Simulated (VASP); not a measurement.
BaO: single point with PBEsol

The system is BaO.

```xyz
2
Lattice="0.0000 2.7451 2.7451 2.7451 0.0000 2.7451 2.7451 2.7451 0.0000" Properties=species:S:1:pos:R:3 pbc="T T T"
Ba    0.0000    0.0000    0.0000
O     2.7451    2.7451    2.7451
```

```json
{
 "Program": "VASP 6.6.1",
 "Task": "single point",
 "Functional": "PBEsol",
 "Potentials or basis": "VASP PAW PBE potentials, release 64 (Ba_sv, O)",
 "Cutoff": "600 eV",
 "k mesh": "8 × 8 × 8",
 "Occupations": "gaussian, width 0.02 eV",
 "Spin": "no spin polarisation",
 "Dipole correction": "no",
 "Further INCAR settings": "ALGO = Normal; EDIFF = 1e-06; NBANDS = 15"
}
```

```
Pressure               : 1.8 GPa
Band gap on the k mesh : 1.77 eV
```

Levels at points of the mesh, in eV from the valence-band top:
```tsv
k point	band 5	band 6	band 7	band 8	band 9	band 10	band 11	band 12
(0.00, 0.00, 0.00)	-10.29	-0.43	-0.43	-0.43	3.47	4.61	4.61	4.61
(0.50, 0.00, 0.00)	-10.41	-2.17	-1.63	-1.63	4.88	7.22	7.22	8.15
(0.50, 0.50, 0.00)	-10.93	-0.20	-0.20	0.00	1.77	6.03	9.02	9.38
```

Run time: 44 s on 1 thread of AMD EPYC 7R43 64-Core Processor (Zen 3), with other jobs on the host, peak memory 0.15 GiB.

Caveat: the PAW data sets were made with another functional, which shifts forces and pressure a little; spin-orbit coupling is left out, which moves the levels of the heavy elements. A k mesh can miss the band edges.
